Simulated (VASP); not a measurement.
# Zn (a cell with a defect) in VASP: single point with LDA

Aim: the single point of Zn (a cell with a defect) with LDA.

All numbers are computed with VASP 6.6.1; they aren't measurements. Logs are shortened: lines on timing, memory, paths and dates and some standing lists are left out, and cuts for length are marked.

### 1 The cell of the first run

The cell holds a defect, 17 atoms: a = 7.998 Å, b = 7.998 Å, c = 4.958 Å, α = 90.00°, β = 90.00°, γ = 120.00°.

### 2 Single point, LDA

File INCAR:

```
SYSTEM = Zn
PREC = Accurate ; ENCUT = 520
EDIFF = 1E-6 ; ISMEAR = 0
SIGMA = 0.1 ; LREAL = Auto
LASPH = .True. ; NELM = 60
ALGO = Normal ; ISIF = 2
LWAVE = .False. ; LCHARG = .True.
GGA = CA ; LELF = .True.
LVHAR = .True. ; NBANDS = 116
```

File KPOINTS:

```
Automatic mesh
0
Gamma
  2 2 3
  0 0 0
```

File POSCAR:

```
Zn
1.0
    7.9977453100      0.0000000100      0.0000000000
   -3.9988726600      6.9262506100      0.0000000000
    0.0000000000      0.0000000000      4.9584000700
Zn
17
Direct
    0.1044406842      0.2196258964      0.2496164050
    0.2224944040      0.1114780624      0.7489151637
    0.1044525215      0.5500879500      0.2500330717
    0.2174346170      0.4413483095      0.7510948990
    0.1106559223      0.8879369727      0.2491122101
    0.2224400265      0.7762729506      0.7471815400
    0.4484942999      0.2196131906      0.2497914615
    0.5588212091      0.1120420034      0.7582701974
    0.4439517296      0.5546277794      0.2486231411
    0.5574122776      0.4413002310      0.7457439795
    0.4485175613      0.8941485580      0.2501393559
    0.5574223714      0.7814395261      0.7478880178
    0.8866417767      0.1120763650      0.7454309753
    0.7790053948      0.5500899703      0.2497942850
    0.8867057052      0.4399375886      0.7514405751
    0.7789815616      0.8942090520      0.2496049094
    0.8872296551      0.7762414752      0.7515789261
```

Potentials or basis: VASP PAW LDA potentials, release 64 (Zn).

On the command line:

```sh
$ cat potpaw_LDA.64/Zn/POTCAR > POTCAR
$ mpirun -np 1 vasp_std > vasp.out
```

OUTCAR:

```text
SYSTEM = Zn
   PREC = Accurate
   ENCUT = 520
   EDIFF = 1E-6
   ISMEAR = 0
   LREAL = Auto
   LASPH = .True.
   NELM = 60
   ISIF = 2
   GGA = CA

 ion  position               nearest neighbor table
   1  0.104  0.220  0.250-  16 2.60   3 2.64   5 2.68   9 2.70   7 2.75  13 2.88   4 2.91  13 2.92
                             4 2.92   2 2.93   2 2.94
   2  0.222  0.111  0.749-  10 2.66   4 2.66   6 2.68  17 2.68   8 2.69  13 2.69   5 2.92   5 2.92
                             7 2.93   1 2.93   7 2.94   1 2.94
   3  0.104  0.550  0.250-  14 2.60   1 2.64   5 2.68   9 2.70  11 2.75  15 2.90  15 2.91   4 2.91
                             4 2.92   6 2.92   6 2.94
   4  0.217  0.441  0.751-  15 2.64  13 2.64   2 2.66   6 2.66  10 2.72  12 2.72   1 2.91   3 2.91
                             3 2.92   1 2.92   9 2.92   9 2.94
   5  0.111  0.888  0.249-   3 2.68  14 2.68  11 2.68   7 2.68   1 2.68  16 2.68  17 2.91   6 2.91
                             2 2.92   2 2.92   6 2.93  17 2.93
   6  0.222  0.776  0.747-  12 2.66   4 2.66   2 2.68  17 2.68  15 2.69   8 2.69   5 2.91  11 2.92
                             3 2.92   5 2.93   3 2.94  11 2.94
   7  0.448  0.220  0.250-  11 2.60  14 2.64   5 2.68   9 2.70   1 2.75   8 2.87  10 2.90   2 2.93
                            10 2.93   2 2.94   8 2.94
   8  0.559  0.112  0.758-  13 2.62  15 2.62  12 2.64  10 2.64   2 2.69   6 2.69   7 2.87  11 2.87
                            11 2.94   7 2.94
   9  0.444  0.555  0.249-   3 2.70  11 2.70   1 2.70   7 2.70  16 2.70  14 2.70  10 2.92   4 2.92
                            12 2.93  12 2.94   4 2.94  10 2.95
  10  0.557  0.441  0.746-  15 2.64   8 2.64   2 2.66  17 2.66   4 2.72  12 2.72  14 2.90   7 2.90
                             9 2.92  14 2.93   7 2.93   9 2.95
  11  0.449  0.894  0.250-   7 2.60  16 2.64   5 2.68   9 2.70   3 2.75   8 2.87  12 2.91   6 2.92
                            12 2.93   8 2.94   6 2.94
  12  0.557  0.781  0.748-  13 2.64   8 2.64   6 2.66  17 2.66   4 2.72  10 2.72  11 2.91  16 2.91
                            16 2.92  11 2.93   9 2.93   9 2.94
  13  0.887  0.112  0.745-  15 2.62   8 2.62  12 2.64   4 2.64  17 2.69   2 2.69   1 2.88  16 2.88
                             1 2.92  16 2.92
  14  0.779  0.550  0.250-   3 2.60   7 2.64   5 2.68   9 2.70  16 2.75  15 2.90  10 2.90  15 2.91
                            17 2.93  10 2.93  17 2.94
  15  0.887  0.440  0.751-  13 2.62   8 2.62  10 2.64   4 2.64  17 2.69   6 2.69  14 2.90   3 2.90
                             3 2.91  14 2.91
  16  0.779  0.894  0.250-   1 2.60  11 2.64   5 2.68   9 2.70  14 2.75  13 2.88  12 2.91  13 2.92
                            12 2.92  17 2.92  17 2.94
  17  0.887  0.776  0.752-  10 2.66  12 2.66   6 2.68   2 2.68  15 2.69  13 2.69   5 2.91  16 2.92
                            14 2.93   5 2.93  14 2.94  16 2.94

  LATTYP: Found a hexagonal cell.
 ALAT       =     7.9977453100
 C/A-ratio  =     0.6199747401

  Lattice vectors:

 A1 = (   7.9977453100,   0.0000000100,   0.0000000000)
 A2 = (  -3.9988726600,   6.9262506100,   0.0000000000)
 A3 = (   0.0000000000,   0.0000000000,   4.9584000700)

Analysis of symmetry for initial positions (statically):
=====================================================================
 Subroutine PRICEL returns:
 Original cell was already a primitive cell.

 Routine SETGRP: Setting up the symmetry group for a
 hexagonal supercell.

 Subroutine GETGRP returns: Found  1 space group operations
 (whereof  1 operations were pure point group operations)
 out of a pool of 24 trial point group operations.

The static configuration has the point symmetry C_1 .

Analysis of symmetry for dynamics (positions and initial velocities):
=====================================================================
 Subroutine PRICEL returns:
 Original cell was already a primitive cell.

 Routine SETGRP: Setting up the symmetry group for a
 hexagonal supercell.

 Subroutine GETGRP returns: Found  1 space group operations
 (whereof  1 operations were pure point group operations)
 out of a pool of 24 trial point group operations.

The dynamic configuration has the point symmetry C_1 .

 Subroutine INISYM returns: Found  1 space group operations
 (whereof  1 operations are pure point group operations),
 and found     1 'primitive' translations

----------------------------------------------------------------------------------------

                                     Primitive cell

  volume of cell :     274.6675

  direct lattice vectors                    reciprocal lattice vectors
     7.997745310  0.000000010  0.000000000     0.125035239  0.072189129  0.000000000
    -3.998872660  6.926250610  0.000000000    -0.000000000  0.144378258  0.000000000
     0.000000000  0.000000000  4.958400070     0.000000000  0.000000000  0.201677958

  length of vectors
     7.997745310  7.997745311  4.958400070     0.144378258  0.144378258  0.201677958

[... 53 lines left out ...]

  Length of vectors
     0.072189129  0.072189129  0.067225986

  Shift w.r.t. Gamma in fractional coordinates (k-lattice)
     0.000000000  0.000000000  0.000000000

 Subroutine IBZKPT returns following result:
 ===========================================

 Found      8 irreducible k-points:

 Following reciprocal coordinates:
            Coordinates               Weight
  0.000000  0.000000  0.000000      1.000000
  0.500000  0.000000  0.000000      1.000000
  0.000000  0.500000  0.000000      1.000000
  0.500000  0.500000  0.000000      1.000000
  0.000000  0.000000  0.333333      2.000000
  0.500000  0.000000  0.333333      2.000000
  0.000000  0.500000  0.333333      2.000000
  0.500000  0.500000  0.333333      2.000000
   k-points           NKPTS =      8   k-points in BZ     NKDIM =      8   number of bands    NBANDS=    116
   number of dos      NEDOS =    301   number of ions     NIONS =     17
   total plane-waves  NPLWV = 144000
   dimension x,y,z NGX =    60 NGY =   60 NGZ =   40
   dimension x,y,z NGXF=   120 NGYF=  120 NGZF=   80
   ions per type =              17
   NGX,Y,Z   is equivalent  to a cutoff of  12.47, 12.47, 13.41 a.u.
   NGXF,Y,Z  is equivalent  to a cutoff of  24.94, 24.94, 26.82 a.u.
 SYSTEM =  Zn
   PREC   = accura    normal or accurate (medium, high low for compatibility)
   ISTART =      0    job   : 0-new  1-cont  2-samecut
   ICHARG =      2    charge: 1-file 2-atom 10-const
   ISPIN  =      1    spin polarized calculation?
   LNONCOLLINEAR =      F non collinear calculations
   LSORBIT =      F    spin-orbit coupling
   LASPH  =      T    aspherical Exc in radial PAW
   ENCUT  =  520.0 eV  38.22 Ry    6.18 a.u.  14.87 14.87  9.22*2*pi/ulx,y,z
   NELM   =     60;   NELMIN=  2; NELMDL= -5     # of ELM steps
   EDIFF  = 0.1E-05   stopping-criterion for ELM
   LREAL  =      T    real-space projection
   EDIFFG = 0.1E-04   stopping-criterion for IOM
   NSW    =      0    number of steps for IOM
   IBRION =     -1    ionic relax: 0-MD 1-quasi-New 2-CG
   NFREE  =      0    steps in history (QN), initial steepest desc. (CG)
   ISIF   =      2    stress and relaxation
   ISYM   =      2    0-nonsym 1-usesym 2-fastsym
   POTIM  = 0.5000    time-step for ionic-motion
   TEBEG  =    0.0;   TEEND  =   0.0 temperature during run
   PSTRESS=    0.0 pullay stress
   NELECT =     204.0000    total number of electrons
   NUPDOWN=      -1.0000    fix difference up-down
   EMIN   =  10.00;   EMAX   =-10.00  energy-range for DOS
   EFERMI =   0.00;   METHOD = LEGACY
   ISMEAR =     0;   SIGMA  =   0.10  broadening in eV -4-tet -1-fermi 0-gaus
   EFERMI_NEDOS =   21; number of points for ismear=-14 and -15
   IALGO  =     38    algorithm
   IMIX   =      4    mixing-type and parameters
     AMIX     =   0.40;   BMIX     =  1.00
     AMIX_MAG =   1.60;   BMIX_MAG =  1.00
  volume/ion in A,a.u.               =      16.16       109.03
  Fermi-wavevector in a.u.,A,eV,Ry     =   1.482572  2.801655 29.905871  2.198020
  Thomas-Fermi vector in A             =   2.596341
   LORBIT       =      0    0 simple, 1 ext, 2 COOP (PROOUT), +10 PAW based schemes
   GGA     = CA    functional components
   LHFCALC =     F    Hartree Fock is set to
   AEXX    =    0.0000 exact exchange contribution
   IVDW    =     0    specifies the selected vdW correction
   LEPSILON=     F    determine dielectric tensor
   LRPA    =     F    only Hartree local field effects (RPA)
 non-spin polarized calculation
 Gauss-broadening in eV      SIGMA  =   0.10
  energy-cutoff  :      520.00
  volume of cell :      274.67
 maximum number of plane-waves:      7477
 NGX is ok and might be reduce to    60
   NGX = 29   NGY = 29   NGZ = 19

 number of electron     204.0000066 magnetization

 Free energy of the ion-electron system (eV)
  ---------------------------------------------------
  ext. energy  EPLUGINS =         0.00000000
  ---------------------------------------------------
  free energy    TOTEN  =       -30.79067300 eV

  energy without entropy =      -30.77024256  energy(sigma->0) =      -30.78045778

 E-fermi :   2.4846     XC(G=0): -11.5207

 val. band max:        2.4830218855   @ k =   0.5000   0.5000   0.0000
 cond. band min:       2.5053352026   @ k =   0.0000   0.0000   0.0000
 fundamental gap:      0.0223133171
 Fermi energy:         2.4846047337

 k-point     1 :       0.0000    0.0000    0.0000
  band No.  band energies     occupation
      1      -7.6622      2.00000
      2      -6.1108      2.00000
      3      -5.9653      2.00000
      4      -5.9650      2.00000
      5      -5.9484      2.00000
      6      -5.9483      2.00000
[... 925 lines left out ...]
    113       6.1496      0.00000
    114       6.4385      0.00000
 [bands above 114 left out]

------------------------ aborting loop because EDIFF is reached ----------------------------------------

  FORCE on cell =-STRESS in cart. coord.  units (eV):
  Direction    XX          YY          ZZ          XY          YZ          ZX
  --------------------------------------------------------------------------------------
  -------------------------------------------------------------------------------------
  Total      -20.6216305    -20.6252983     -2.8594247     -0.0035934      0.0019423      0.0444130
  in kB     -120.2890923   -120.3104866    -16.6794571     -0.0209610      0.0113297      0.2590679
  external PRESSURE =     -85.7596787 kB  Pullay stress =       0.0000000 kB

 VOLUME and BASIS-vectors are now :
 -----------------------------------------------------------------------------
  energy-cutoff  :      520.00
  volume of cell :      274.67
      direct lattice vectors                 reciprocal lattice vectors
     7.997745310  0.000000010  0.000000000     0.125035239  0.072189129  0.000000000
    -3.998872660  6.926250610  0.000000000    -0.000000000  0.144378258  0.000000000
     0.000000000  0.000000000  4.958400070     0.000000000  0.000000000  0.201677958

 POSITION                                       TOTAL-FORCE (eV/Angst)
 -----------------------------------------------------------------------------------
     -0.04297      1.52118      1.23770        -0.004997      0.001902     -0.001226
      1.33367      0.77212      3.71342        -0.000582     -0.005788      0.001443
     -1.36435      3.81005      1.23976        -0.002221     -0.006028     -0.000955
     -0.02591      3.05689      3.72423         0.004889      0.002929      0.000792
     -2.66575      6.15007      1.23520        -0.000426      0.000133      0.000790
     -1.32520      5.37666      3.70483        -0.004516      0.003188      0.001435
[... 9 lines left out ...]
      2.65427      6.19352      1.23764        -0.003944      0.003004     -0.002652
      3.99175      5.37644      3.72663         0.004184      0.003065      0.000498
 -----------------------------------------------------------------------------------
    total drift:                               -0.000157     -0.004394      0.005577

  FREE ENERGIE OF THE ION-ELECTRON SYSTEM (eV)
  ---------------------------------------------------
  free  energy   TOTEN  =       -30.7906729981 eV

  energy  without entropy=      -30.7702425553  energy(sigma->0) =      -30.78045778
```

It took 20 min on 1 thread of Oxide Virtual Turin-like, shared host; peak memory 0.35 GiB.

What came out:

```
Free energy            : -30.7907 eV
Pressure               : -8.6 GPa
Largest force          : 0.009 eV/Å
Band gap on the k mesh : zero (bands 102 and 103 overlap by 1.54 eV)
```

Forces in eV/Å, atoms in the order of the input:
```
Zn  -0.005  0.002 -0.001
Zn  -0.001 -0.006  0.001
Zn  -0.002 -0.006 -0.001
Zn   0.005  0.003  0.001
Zn   0.000  0.000  0.001
Zn  -0.005  0.003  0.001
Zn   0.005  0.002 -0.001
Zn   0.007  0.004  0.002
Zn   0.001  0.000 -0.001
Zn  -0.006  0.003  0.001
Zn   0.004  0.004 -0.001
Zn   0.001 -0.008  0.003
Zn  -0.006  0.005  0.000
Zn   0.002 -0.005 -0.003
Zn   0.000 -0.008 -0.001
Zn  -0.004  0.003 -0.003
Zn   0.004  0.003  0.000
```

Caveat: the k points lie up to 0.45 Å⁻¹ apart, too coarse for converged energies and pressures of a metal.

The gap in the log of VASP goes by the Fermi energy; the results here count the filled bands.